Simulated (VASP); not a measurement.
Set up this calculation in VASP 6.6.1, as the native input.

```yaml
Task: single point
Functional: PBEsol
Potentials_or_basis: VASP PAW PBE potentials, release 64 (Mg, O)
Cutoff: 520 eV
k_mesh: 9 × 9 × 6
Occupations: gaussian, width 0.05 eV
Spin: no spin polarisation
Dipole_correction: no
Further_INCAR_settings: ALGO = Normal; EDIFF = 1e-06; NBANDS = 16
```

The structure of MgO lies in POSCAR:

```
MgO
1.0
    3.5763691814      0.0000000000      0.0000000000
   -1.7881845907      3.0972265644      0.0000000000
    0.0000000000      0.0000000000      3.9988201221
Mg O
2 2
Direct
    0.6586046991      0.3172093983      0.7500000000
    0.3413953009      0.6827906017      0.2500000000
    0.6726026025      0.3452052050      0.2500000000
    0.3273973975      0.6547947950      0.7500000000
```

This cell differs from its parent crystal: mode 5 frozen in at -0.049 Å, strain +e along z and -e/2 along x and y -0.0467.

One way to write it, as run:

INCAR

```
PREC = Accurate
ENCUT = 520
EDIFF = 1E-6
ISMEAR = 0
SIGMA = 0.05
LREAL = F
LASPH = T
NELM = 60
ALGO = Normal
ISIF = 2
LWAVE = F
LCHARG = F
GGA = PS
NBANDS = 16
```

KPOINTS

```
regular mesh
0
Gamma
  9 9 6
```

Potentials or basis: VASP PAW PBE potentials, release 64 (Mg, O).

The run is started by

```sh
$ cat potpaw_PBE.64/Mg/POTCAR potpaw_PBE.64/O/POTCAR > POTCAR
$ mpirun -np 1 vasp_std > vasp.out
```

It gave:

```
Pressure               : 1.7 GPa
Largest force          : 0.390 eV/Å
Band gap on the k mesh : 3.35 eV, direct
```

Caveat: the cell differs from its parent crystal (mode 5 frozen in at -0.049 Å, strain +e along z and -e/2 along x and y -0.0467); the PAW data sets were made with another functional, which shifts forces and pressure a little.

It took 25 s on 1 thread of Intel(R) Xeon(R) 6975P-C (Granite Rapids), with other jobs on the host, peak memory 0.2 GiB.
